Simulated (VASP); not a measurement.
The system is Na2ZnF4.

```
Na Zn F
1.0
    -2.28659    2.28659    4.46354
     2.28659   -2.28659    4.46354
     2.28659    2.28659   -4.46354
Na Zn F
2 1 4
Direct
  0.50000 0.50000 0.00000
  0.25000 0.75000 0.50000
  0.00000 0.00000 0.00000
  0.12786 0.12739 0.51344
  0.61394 0.61441 0.48656
  0.38559 0.87214 0.99953
  0.87261 0.38606 0.00047
```

```yaml
Program: VASP 6.6.1
Task: relaxation of cell and atoms
Functional: PBEsol
Potentials_or_basis: VASP PAW PBE potentials, release 64 (Na_pv, Zn, F)
Cutoff: 600 eV
k_mesh: 6 × 6 × 6
Occupations: fermi-dirac, width 0.03 eV
Spin: no spin polarisation
```

At the start: pressure 10.0 GPa; volume 13.34 Å³/atom.

Question: Where does the relaxation end?

Answer: Over 22 steps the energy falls by 272.7 meV/atom and the volume is 18.11 Å³/atom (+35.8 %); space group I-4 (No. 82, to 0.1 Å) before and after.

The path:
```csv
step,energy change (eV),largest force (eV/Å),pressure (GPa),volume (Å³)
1,0.0000,2.5587,9.99,93.35
2,-1.3042,1.3359,1.29,105.04
3,-1.6106,0.7424,-1.90,115.60
4,-1.6123,0.7213,-2.02,116.23
5,-1.6888,0.3510,1.08,113.27
6,-1.6904,0.3238,0.67,113.62
7,-1.7183,0.2960,0.64,114.47
8,-1.7901,0.2158,0.53,117.05
9,-1.8778,0.1708,0.02,122.30
10,-1.7788,0.6910,-1.99,133.24
11,-1.8921,0.2339,-0.23,124.66
12,-1.8788,0.4581,1.65,124.91
13,-1.9023,0.0550,0.49,124.76
14,-1.9059,0.0549,-0.33,128.18
15,-1.9069,0.0514,-0.07,127.10
16,-1.9082,0.0366,-0.20,127.02
17,-1.9082,0.0376,-0.19,127.02
18,-1.9088,0.0143,0.07,126.41
19,-1.9088,0.0144,0.07,126.43
20,-1.9090,0.0088,0.05,126.51
21,-1.9091,0.0119,0.02,126.68
22,-1.9091,0.0093,-0.08,126.80
```

Final structure:
```cif
data_structure
_symmetry_space_group_name_H-M 'P 1'
_symmetry_Int_Tables_number 1
_cell_length_a 6.2157
_cell_length_b 6.2157
_cell_length_c 6.2157
_cell_angle_alpha 132.829
_cell_angle_beta 132.829
_cell_angle_gamma 68.923
_cell_volume 126.80
loop_
_atom_site_label
_atom_site_type_symbol
_atom_site_fract_x
_atom_site_fract_y
_atom_site_fract_z
_atom_site_occupancy
Na1 Na 0.50000 0.50000 0.00000 1
Na2 Na 0.25000 0.75000 0.50000 1
Zn1 Zn 0.00000 0.00000 0.00000 1
F1 F 0.14975 0.09498 0.44992 1
F2 F 0.64506 0.69983 0.55008 1
F3 F 0.30017 0.85025 0.94524 1
F4 F 0.90502 0.35494 0.05476 1
```

Caveat: the volume moved by over 15 % at a fixed basis, so the end points are rough; the PAW data sets were made with another functional, which shifts forces and pressure a little.
